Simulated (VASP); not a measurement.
# CsI (Pm-3m) in VASP: single point with PBE

Aim: the single point of CsI with PBE.

Everything below comes from runs of VASP 6.6.1. Logs are shortened: lines on timing, memory, paths and dates and some standing lists are left out, and cuts for length are marked.

## 1. The cell of the first run

It takes space group Pm-3m (No. 221, cubic). The conventional cell has a = 4.567 Å, b = 4.567 Å, c = 4.567 Å, α = 90.00°, β = 90.00°, γ = 90.00°. Cs (site symmetry m-3m) has 8 I at 3.95 Å and 6 Cs at 4.57 Å within 5.2 Å. Within 5.2 Å of I (site symmetry m-3m) lie 8 Cs at 3.95 Å and 6 I at 4.57 Å.

## 2. Single point, PBE

The input, INCAR:

```
SYSTEM = CsI
  PREC = Accurate
  ENCUT = 500
  EDIFF = 1E-6
  ISMEAR = 1
  SIGMA = 0.1
  LREAL = .False.
  LASPH = .True.
  NELM = 120
  ALGO = Normal
  ISIF = 2
  LWAVE = .False.
  LCHARG = .False.
  GGA = PE
  NBANDS = 15
  GGA_COMPAT = .False.
```

The input, KPOINTS:

```
Automatic mesh
0
Gamma
  3 3 3
  0 0 0
```

The input, POSCAR:

```
CsI
1.0
    4.5667000000      0.0000000000      0.0000000000
    0.0000000000      4.5667000000      0.0000000000
    0.0000000000      0.0000000000      4.5667000000
Cs I
1 1
Direct
    0.0000000000      0.0000000000      0.0000000000
    0.5000000000      0.5000000000      0.5000000000
```

Potentials or basis: VASP PAW PBE potentials, release 64 (Cs_sv, I).

Started as:

```console
$ cat potpaw_PBE.64/Cs_sv/POTCAR potpaw_PBE.64/I/POTCAR > POTCAR
$ mpirun -np 1 vasp_std > vasp.out
```

OUTCAR:

```text
SYSTEM = CsI
   PREC = Accurate
   ENCUT = 500
   EDIFF = 1E-6
   ISMEAR = 1
   LREAL = .False.
   LASPH = .True.
   NELM = 120
   ISIF = 2
   GGA = PE

 ion  position               nearest neighbor table
   1  0.000  0.000  0.000-
   2  0.500  0.500  0.500-

  LATTYP: Found a simple cubic cell.
 ALAT       =     4.5667000000

  Lattice vectors:

 A1 = (   4.5667000000,   0.0000000000,   0.0000000000)
 A2 = (   0.0000000000,   4.5667000000,   0.0000000000)
 A3 = (   0.0000000000,   0.0000000000,   4.5667000000)

Analysis of symmetry for initial positions (statically):
=====================================================================
 Subroutine PRICEL returns:
 Original cell was already a primitive cell.

 Routine SETGRP: Setting up the symmetry group for a
 simple cubic supercell.

 Subroutine GETGRP returns: Found 48 space group operations
 (whereof 48 operations were pure point group operations)
 out of a pool of 48 trial point group operations.

The static configuration has the point symmetry O_h .

Analysis of symmetry for dynamics (positions and initial velocities):
=====================================================================
 Subroutine PRICEL returns:
 Original cell was already a primitive cell.

 Routine SETGRP: Setting up the symmetry group for a
 simple cubic supercell.

 Subroutine GETGRP returns: Found 48 space group operations
 (whereof 48 operations were pure point group operations)
 out of a pool of 48 trial point group operations.

The dynamic configuration has the point symmetry O_h .

 Subroutine INISYM returns: Found 48 space group operations
 (whereof 48 operations are pure point group operations),
 and found     1 'primitive' translations

----------------------------------------------------------------------------------------

                                     Primitive cell

  volume of cell :      95.2374

  direct lattice vectors                    reciprocal lattice vectors
     4.566700000  0.000000000  0.000000000     0.218976504  0.000000000  0.000000000
     0.000000000  4.566700000  0.000000000     0.000000000  0.218976504  0.000000000
     0.000000000  0.000000000  4.566700000     0.000000000  0.000000000  0.218976504

  length of vectors
     4.566700000  4.566700000  4.566700000     0.218976504  0.218976504  0.218976504

  position of ions in fractional coordinates (direct lattice)
     0.000000000  0.000000000  0.000000000
     0.500000000  0.500000000  0.500000000

  ion indices of the primitive-cell ions
   primitive index   ion index
                 1           1
                 2           2

----------------------------------------------------------------------------------------

 KPOINTS: Automatic mesh

Automatic generation of k-mesh.
 Grid dimensions read from file:
 generate k-points for:    3    3    3

 Generating k-lattice:

  Cartesian coordinates                     Fractional coordinates (reciprocal lattice)
     0.072992168  0.000000000  0.000000000     0.333333333  0.000000000  0.000000000
     0.000000000  0.072992168  0.000000000     0.000000000  0.333333333  0.000000000
     0.000000000  0.000000000  0.072992168     0.000000000  0.000000000  0.333333333

  Length of vectors
     0.072992168  0.072992168  0.072992168

  Shift w.r.t. Gamma in fractional coordinates (k-lattice)
     0.000000000  0.000000000  0.000000000

 Subroutine IBZKPT returns following result:
 ===========================================

 Found      4 irreducible k-points:

 Following reciprocal coordinates:
            Coordinates               Weight
  0.000000  0.000000  0.000000      1.000000
  0.333333  0.000000  0.000000      6.000000
  0.333333  0.333333  0.000000     12.000000
  0.333333  0.333333  0.333333      8.000000
   k-points           NKPTS =      4   k-points in BZ     NKDIM =      4   number of bands    NBANDS=     15
   number of dos      NEDOS =    301   number of ions     NIONS =      2
   total plane-waves  NPLWV =  46656
   dimension x,y,z NGX =    36 NGY =   36 NGZ =   36
   dimension x,y,z NGXF=    72 NGYF=   72 NGZF=   72
   ions per type =               1   1
   NGX,Y,Z   is equivalent  to a cutoff of  13.11, 13.11, 13.11 a.u.
   NGXF,Y,Z  is equivalent  to a cutoff of  26.21, 26.21, 26.21 a.u.
 SYSTEM =  CsI
   PREC   = accura    normal or accurate (medium, high low for compatibility)
   ISTART =      0    job   : 0-new  1-cont  2-samecut
   ICHARG =      2    charge: 1-file 2-atom 10-const
   ISPIN  =      1    spin polarized calculation?
   LNONCOLLINEAR =      F non collinear calculations
   LSORBIT =      F    spin-orbit coupling
   LASPH  =      T    aspherical Exc in radial PAW
   ENCUT  =  500.0 eV  36.75 Ry    6.06 a.u.   8.33  8.33  8.33*2*pi/ulx,y,z
   NELM   =    120;   NELMIN=  2; NELMDL= -5     # of ELM steps
   EDIFF  = 0.1E-05   stopping-criterion for ELM
   LREAL  =      F    real-space projection
   EDIFFG = 0.1E-04   stopping-criterion for IOM
   NSW    =      0    number of steps for IOM
   IBRION =     -1    ionic relax: 0-MD 1-quasi-New 2-CG
   NFREE  =      0    steps in history (QN), initial steepest desc. (CG)
   ISIF   =      2    stress and relaxation
   ISYM   =      2    0-nonsym 1-usesym 2-fastsym
   POTIM  = 0.5000    time-step for ionic-motion
   TEBEG  =    0.0;   TEEND  =   0.0 temperature during run
   PSTRESS=    0.0 pullay stress
   NELECT =      16.0000    total number of electrons
   NUPDOWN=      -1.0000    fix difference up-down
   EMIN   =  10.00;   EMAX   =-10.00  energy-range for DOS
   EFERMI =   0.00;   METHOD = LEGACY
   ISMEAR =     1;   SIGMA  =   0.10  broadening in eV -4-tet -1-fermi 0-gaus
   EFERMI_NEDOS =   21; number of points for ismear=-14 and -15
   IALGO  =     38    algorithm
   IMIX   =      4    mixing-type and parameters
     AMIX     =   0.40;   BMIX     =  1.00
     AMIX_MAG =   1.60;   BMIX_MAG =  1.00
  volume/ion in A,a.u.               =      47.62       321.35
  Fermi-wavevector in a.u.,A,eV,Ry     =   0.903328  1.707043 11.102385  0.816002
  Thomas-Fermi vector in A             =   2.026641
   LORBIT       =      0    0 simple, 1 ext, 2 COOP (PROOUT), +10 PAW based schemes
   GGA     = PE    functional components
   LHFCALC =     F    Hartree Fock is set to
   AEXX    =    0.0000 exact exchange contribution
   IVDW    =     0    specifies the selected vdW correction
   LEPSILON=     F    determine dielectric tensor
   LRPA    =     F    only Hartree local field effects (RPA)
 non-spin polarized calculation
 Methfessel and Paxton  Order N= 1 SIGMA  =   0.10
  energy-cutoff  :      500.00
  volume of cell :       95.24
 maximum number of plane-waves:      2469
 NGX is ok and might be reduce to    36
   NGX = 17   NGY = 17   NGZ = 17

 number of electron      16.0000003 magnetization

 Free energy of the ion-electron system (eV)
  ---------------------------------------------------
  ext. energy  EPLUGINS =         0.00000000
  ---------------------------------------------------
  free energy    TOTEN  =        -5.40446874 eV

  energy without entropy =       -5.40915308  energy(sigma->0) =       -5.40603019

 E-fermi :   0.8096     XC(G=0):  -7.7639

 val. band max:        0.7385058531   @ k =   0.0000   0.0000   0.0000
 cond. band min:       4.6951477702   @ k =   0.0000   0.0000   0.0000
 fundamental gap:      3.9566419171
 Fermi energy:         0.8096274771

 k-point     1 :       0.0000    0.0000    0.0000
  band No.  band energies     occupation
      1     -19.5833      2.00000
      2      -9.8258      2.00000
      3      -6.2833      2.00000
      4      -6.2833      2.00000
      5      -6.2833      2.00000
      6       0.7385      1.92746
      7       0.7385      1.92746
      8       0.7385      1.92746
      9       4.6951      0.00000
     10       4.9970      0.00000
     11       4.9970      0.00000
     12       8.5727      0.00000
     13       8.5727      0.00000
     14       8.5727      0.00000
     15      11.0112      0.00000

 k-point     2 :       0.3333    0.0000    0.0000
  band No.  band energies     occupation
      1     -19.5648      2.00000
      2      -9.8357      2.00000
      3      -6.3893      2.00000
      4      -6.2359      2.00000
      5      -6.2359      2.00000
      6      -0.4427      2.00000
      7       0.6232      2.02418
      8       0.6232      2.02418
      9       5.6195      0.00000
     10       6.4381      0.00000
     11       6.9156      0.00000
     12       8.3789      0.00000
     13       8.5308      0.00000
     14       8.5308      0.00000
     15       9.0075      0.00000

 k-point     3 :       0.3333    0.3333    0.0000
  band No.  band energies     occupation
      1     -19.5477      2.00000
      2      -9.7388      2.00000
      3      -6.5590      2.00000
      4      -6.4488      2.00000
      5      -6.2019      2.00000
      6      -0.1819      2.00000
      7       0.1072      2.00000
      8       0.7268      1.99395
      9       5.6054      0.00000
     10       6.1521      0.00000
     11       7.2132      0.00000
     12       7.8499      0.00000
     13       8.0539      0.00000
     14       8.6517      0.00000
     15       9.9268      0.00000

 k-point     4 :       0.3333    0.3333    0.3333
  band No.  band energies     occupation
      1     -19.5315      2.00000
      2      -9.6438      2.00000
      3      -6.4846      2.00000
      4      -6.4846      2.00000
      5      -6.4747      2.00000
      6      -0.1683      2.00000
      7      -0.1683      2.00000
      8       0.0118      2.00000
      9       6.5154      0.00000
     10       7.1950      0.00000
     11       7.1950      0.00000
     12       7.9575      0.00000
     13       8.3961      0.00000
     14       8.3961      0.00000
     15      11.2108      0.00000

------------------------ aborting loop because EDIFF is reached ----------------------------------------

  FORCE on cell =-STRESS in cart. coord.  units (eV):
  Direction    XX          YY          ZZ          XY          YZ          ZX
  --------------------------------------------------------------------------------------
  -------------------------------------------------------------------------------------
  Total        0.5214606      0.5214606      0.5214606      0.0000000      0.0000000      0.0000000
  in kB        8.7725247      8.7725247      8.7725247      0.0000000      0.0000000      0.0000000
  external PRESSURE =       8.7725247 kB  Pullay stress =       0.0000000 kB

 VOLUME and BASIS-vectors are now :
 -----------------------------------------------------------------------------
  energy-cutoff  :      500.00
  volume of cell :       95.24
      direct lattice vectors                 reciprocal lattice vectors
     4.566700000  0.000000000  0.000000000     0.218976504  0.000000000  0.000000000
     0.000000000  4.566700000  0.000000000     0.000000000  0.218976504  0.000000000
     0.000000000  0.000000000  4.566700000     0.000000000  0.000000000  0.218976504

 POSITION                                       TOTAL-FORCE (eV/Angst)
 -----------------------------------------------------------------------------------
      0.00000      0.00000      0.00000         0.000000      0.000000      0.000000
      2.28335      2.28335      2.28335         0.000000      0.000000      0.000000
 -----------------------------------------------------------------------------------
    total drift:                               -0.000000      0.000000      0.000000

  FREE ENERGIE OF THE ION-ELECTRON SYSTEM (eV)
  ---------------------------------------------------
  free  energy   TOTEN  =        -5.4044687430 eV

  energy  without entropy=       -5.4091530767  energy(sigma->0) =       -5.40603019
```

Wall time 21 s (1 thread of Intel Xeon 8259CL, shared host); peak memory 0.2 GiB.

Results:

```
Free energy            : -5.4045 eV
Pressure               : 0.9 GPa
Band gap on the k mesh : 3.96 eV
```

Levels at points of the mesh, in eV from the valence-band top:
| k point | band 6 | band 7 | band 8 | band 9 | band 10 | band 11 |
| --- | --- | --- | --- | --- | --- | --- |
| (0.00, 0.00, 0.00) | 0.00 | 0.00 | 0.00 | 3.96 | 4.26 | 4.26 |

Caveat: the k points lie up to 0.46 Å⁻¹ apart; spin-orbit coupling is left out, which moves the levels of the heavy elements.
